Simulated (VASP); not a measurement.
# CrW3 (Pm-3m) in VASP: notebook, part 2 of 2

VASP 6.6.1. Earlier steps stand in the parts before.

### 3 Relaxation of cell and atoms, PBE

This run uses another cell than the first one, of 15.46 Å³/atom, 1.059 times its volume.

The input, INCAR:

```
SYSTEM = CrW3
PREC = Accurate
ENCUT = 600
EDIFF = 1E-6
ISMEAR = 0
SIGMA = 0.1
LREAL = .FALSE.
LASPH = .TRUE.
NELM = 100
ALGO = Fast
ISIF = 3
LWAVE = .FALSE.
LCHARG = .FALSE.
GGA = PE
IBRION = 2
NSW = 100
EDIFFG = -0.01
```

The input, KPOINTS:

```
Automatic mesh
0
G
  12 12 12
  0 0 0
```

The input, POSCAR:

```
CrW3
1.0
    3.9543874516      0.0000000000      0.0000000000
    0.0000000000      3.9543874516      0.0000000000
    0.0000000000      0.0000000000      3.9543874516
Cr W
1 3
Direct
    0.0000000000      0.0000000000      0.0000000000
    0.0000000000      0.5000000000      0.5000000000
    0.5000000000      0.0000000000      0.5000000000
    0.5000000000      0.5000000000      0.0000000000
```

Potentials or basis: VASP PAW PBE potentials, release 64 (Cr_pv, W_sv).

Command:

```console
$ cat potpaw_PBE.64/Cr_pv/POTCAR potpaw_PBE.64/W_sv/POTCAR > POTCAR
$ mpirun -np 1 vasp_std > vasp.out
```

OUTCAR:

```text
SYSTEM = CrW3
   PREC = Accurate
   ENCUT = 600
   EDIFF = 1E-6
   ISMEAR = 0
   LREAL = .FALSE.
   LASPH = .TRUE.
   NELM = 100
   ISIF = 3
   GGA = PE
   IBRION = 2
   NSW = 100
   EDIFFG = -0.01

 ion  position               nearest neighbor table
   1  0.000  0.000  0.000-   2 2.80   3 2.80   4 2.80   2 2.80   3 2.80   2 2.80   4 2.80   2 2.80
                             3 2.80   4 2.80   3 2.80   4 2.80
   2  0.000  0.500  0.500-   1 2.80   3 2.80   4 2.80   1 2.80   4 2.80   1 2.80   3 2.80   1 2.80
                             3 2.80   4 2.80   4 2.80   3 2.80
   3  0.500  0.000  0.500-   1 2.80   2 2.80   4 2.80   1 2.80   4 2.80   2 2.80   4 2.80   4 2.80
                             1 2.80   2 2.80   1 2.80   2 2.80
   4  0.500  0.500  0.000-   1 2.80   2 2.80   3 2.80   2 2.80   3 2.80   1 2.80   3 2.80   3 2.80
                             1 2.80   2 2.80   2 2.80   1 2.80

  LATTYP: Found a simple cubic cell.
 ALAT       =     3.9543874516

  Lattice vectors:

 A1 = (   3.9543874516,   0.0000000000,   0.0000000000)
 A2 = (   0.0000000000,   3.9543874516,   0.0000000000)
 A3 = (   0.0000000000,   0.0000000000,   3.9543874516)

Analysis of symmetry for initial positions (statically):
=====================================================================
 Subroutine PRICEL returns:
 Original cell was already a primitive cell.

 Routine SETGRP: Setting up the symmetry group for a
 simple cubic supercell.

 Subroutine GETGRP returns: Found 48 space group operations
 (whereof 48 operations were pure point group operations)
 out of a pool of 48 trial point group operations.

The static configuration has the point symmetry O_h .

Analysis of symmetry for dynamics (positions and initial velocities):
=====================================================================
 Subroutine PRICEL returns:
 Original cell was already a primitive cell.

 Routine SETGRP: Setting up the symmetry group for a
 simple cubic supercell.

 Subroutine GETGRP returns: Found 48 space group operations
 (whereof 48 operations were pure point group operations)
 out of a pool of 48 trial point group operations.
[... 136 lines left out ...]
 conjugate gradient relaxation of ions
 non-spin polarized calculation
 RMM-DIIS sequential band-by-band and
 Gauss-broadening in eV      SIGMA  =   0.10
  energy-cutoff  :      600.00
  volume of cell :       61.84
 maximum number of plane-waves:      2103
 NGX is ok and might be reduce to    32
   NGX = 15   NGY = 15   NGZ = 15

--------------------------------------- Ionic step        1  -------------------------------------------

 number of electron      54.0000020 magnetization

 Free energy of the ion-electron system (eV)
  ---------------------------------------------------
  ext. energy  EPLUGINS =         0.00000000
  ---------------------------------------------------
  free energy    TOTEN  =       -46.41603615 eV

  energy without entropy =      -46.38222277  energy(sigma->0) =      -46.39912946

------------------------ aborting loop because EDIFF is reached ----------------------------------------

  FORCE on cell =-STRESS in cart. coord.  units (eV):
  Direction    XX          YY          ZZ          XY          YZ          ZX
  --------------------------------------------------------------------------------------
  -------------------------------------------------------------------------------------
  Total       -0.1477551     -0.1477551     -0.1477551     -0.0000000     -0.0000000     -0.0000000
  in kB       -3.8283828     -3.8283828     -3.8283828     -0.0000000     -0.0000000     -0.0000000
  external PRESSURE =      -3.8283828 kB  Pullay stress =       0.0000000 kB
[... 63 lines left out ...]
--------------------------------------- Ionic step        3  -------------------------------------------

 number of electron      54.0000022 magnetization

 Free energy of the ion-electron system (eV)
  ---------------------------------------------------
  ext. energy  EPLUGINS =         0.00000000
  ---------------------------------------------------
  free energy    TOTEN  =       -46.41621331 eV

  energy without entropy =      -46.38249625  energy(sigma->0) =      -46.39935478

 E-fermi :  10.3112     XC(G=0): -13.3844

 val. band max:       10.3089702597   @ k =   0.4167   0.0833   0.0833
 cond. band min:      10.3160582080   @ k =   0.3333   0.3333   0.1667
 fundamental gap:      0.0070879483
 Fermi energy:        10.3112340149

 k-point     1 :       0.0000    0.0000    0.0000
  band No.  band energies     occupation
      1     -63.3233      2.00000
      2     -63.1852      2.00000
      3     -63.1852      2.00000
      4     -32.4204      2.00000
      5     -32.4204      2.00000
      6     -32.4204      2.00000
[... 829 lines left out ...]
     31      11.8675      0.00000
     32      12.1019      0.00000

 [... further k-points ...]

------------------------ aborting loop because EDIFF is reached ----------------------------------------

  FORCE on cell =-STRESS in cart. coord.  units (eV):
  Direction    XX          YY          ZZ          XY          YZ          ZX
  --------------------------------------------------------------------------------------
  -------------------------------------------------------------------------------------
  Total        0.0245473      0.0245473      0.0245473     -0.0000000     -0.0000000      0.0000000
  in kB        0.6372240      0.6372240      0.6372240     -0.0000000     -0.0000000      0.0000000
  external PRESSURE =       0.6372240 kB  Pullay stress =       0.0000000 kB
[... 19 lines left out ...]
  FREE ENERGIE OF THE ION-ELECTRON SYSTEM (eV)
  ---------------------------------------------------
  free  energy   TOTEN  =       -46.4162133092 eV

  energy  without entropy=      -46.3824962490  energy(sigma->0) =      -46.39935478

 reached required accuracy - stopping structural energy minimisation
```

CONTCAR:

```text
CrW3
   1.00000000000000
     3.9519109996288897    0.0000000000000000   -0.0000000000000000
    -0.0000000000000000    3.9519109996288897    0.0000000000000000
    -0.0000000000000000   -0.0000000000000000    3.9519109996288897
  Cr              W
     1     3
Direct
     0.0000000000000000    0.0000000000000000    0.0000000000000000
     0.0000000000000000    0.5000000000000000    0.5000000000000000
     0.5000000000000000    0.0000000000000000    0.5000000000000000
     0.5000000000000000    0.5000000000000000    0.0000000000000000

  0.00000000E+00  0.00000000E+00  0.00000000E+00
  0.00000000E+00  0.00000000E+00  0.00000000E+00
  0.00000000E+00  0.00000000E+00  0.00000000E+00
  0.00000000E+00  0.00000000E+00  0.00000000E+00
```

Wall time 6.2 min (1 thread of Oxide Virtual Turin-like, shared host); peak memory 0.28 GiB.

What came out:

```
Free energy                            : -46.4162 eV
Relaxed volume                         : 15.43 Å³/atom
Relaxed cell                           : a = 3.952 Å, b = 3.952 Å, c = 3.952 Å, α = 90.00°, β = 90.00°, γ = 90.00°
Space group after relaxing (to 0.05 Å) : Pm-3m (No. 221)
Energy gained by relaxing              : 0.0 meV/atom
Ionic steps                            : 3
Pressure after relaxing                : 0.1 GPa
Band gap on the k mesh                 : zero (band 27 reaches 12.00 eV, above the bottom of band 28 at 9.98 eV)
```

Step by step:
| step | energy change (eV) | largest force (eV/Å) | pressure (GPa) | volume (Å³) |
| --- | --- | --- | --- | --- |
| 1 | 0.0000 | 0.0000 | -0.38 | 61.84 |
| 2 | 0.0005 | 0.0000 | 0.96 | 61.51 |
| 3 | -0.0002 | 0.0000 | 0.06 | 61.72 |

Final structure:
```
Cr W
1.0
     3.95191    0.00000    0.00000
     0.00000    3.95191    0.00000
     0.00000    0.00000    3.95191
Cr W
1 3
Direct
  0.00000 0.00000 0.00000
  0.00000 0.50000 0.50000
  0.50000 0.00000 0.50000
  0.50000 0.50000 0.00000
```

Levels at points of the mesh, in eV from the Fermi level:
| k point | band 23 | band 24 | band 25 | band 26 | band 27 | band 28 | band 29 | band 30 | band 31 | band 32 |
| --- | --- | --- | --- | --- | --- | --- | --- | --- | --- | --- |
| (0.00, 0.00, 0.00) | -0.47 | -0.47 | -0.47 | 1.68 | 1.68 | 3.13 | 3.13 | 3.13 | 3.69 | 3.69 |
| (0.50, 0.00, 0.00) | -2.15 | -1.55 | -1.55 | -0.09 | 0.06 | 0.97 | 0.98 | 0.98 | 1.70 | 1.79 |
| (0.50, 0.50, 0.00) | -1.88 | -1.63 | -1.59 | -1.59 | -1.15 | 0.29 | 1.00 | 1.00 | 1.06 | 1.37 |
| (0.50, 0.50, 0.50) | -0.68 | -0.68 | -0.68 | -0.51 | -0.51 | 0.60 | 0.60 | 0.60 | 0.93 | 3.31 |

Caveat: spin-orbit coupling is left out, which moves the levels of the heavy elements. Spin polarisation is off, so any magnetic state and its effect on volume and gap are missing.
